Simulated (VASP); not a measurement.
Set up this calculation in VASP 6.6.1, as the native input.

* Task: single point
* Functional: PBE
* Potentials or basis: VASP PAW PBE potentials, release 64 (Al, N)
* Cutoff: 520 eV
* k mesh: 9 × 9 × 1
* Occupations: gaussian, width 0.1 eV
* Spin: collinear spin, ferromagnetic start
* Starting moments: [0.0, 0.0, 0.0, 3.0] μB
* Dipole correction: yes
* Further INCAR settings: ALGO = Normal; EDIFF = 1e-07; NBANDS = 19

The structure of Al3N lies in POSCAR:

```
Al3N
1.0
    2.8567582918      0.0000000000      0.0000000000
    0.0000000000      2.8567582918      0.0000000000
    0.0000000000      0.0000000000     21.1746954317
Al N
3 1
Direct
    0.5000000000      0.5000000000      0.1889047242
    0.0000000000      0.0000000000      0.2873641967
    0.5000000000      0.5000000000      0.3860596464
    0.5000000000      0.5000000000      0.5263214041
```

One way to write it, as run:

INCAR

```
SYSTEM = Al3N
ALGO = Normal
DIPOL = 0.5 0.5 0.347
EDIFF = 1E-7
ENCUT = 520
GGA = PE
IDIPOL = 3
ISIF = 2
ISMEAR = 0
ISPIN = 2
LASPH = .True.
LCHARG = .False.
LDIPOL = .True.
LORBIT = 11
LREAL = .False.
LWAVE = .False.
MAGMOM = 0 0 0 3
NBANDS = 19
NELM = 150
PREC = Accurate
SIGMA = 0.1
```

KPOINTS

```
k-points
0
Gamma
  9 9 1
  0 0 0
```

Potentials or basis: VASP PAW PBE potentials, release 64 (Al, N).

The run is started by

```sh
$ cat potpaw_PBE.64/Al/POTCAR potpaw_PBE.64/N/POTCAR > POTCAR
$ mpirun -np 1 vasp_std > vasp.out
```

It gave:

* Largest force: 0.645 eV/Å
* Net moment: 2.78 μB per cell
* Site moments: Al +0.01, +0.00, -0.00; N +1.83 μB
* Valence electrons inside the program's atomic spheres: Al 0.76, 0.75; N 3.29

Run time: 110 s on 1 thread of AMD EPYC 9R45 96-Core Processor (Zen 5), with other jobs on the host, peak memory 0.35 GiB.
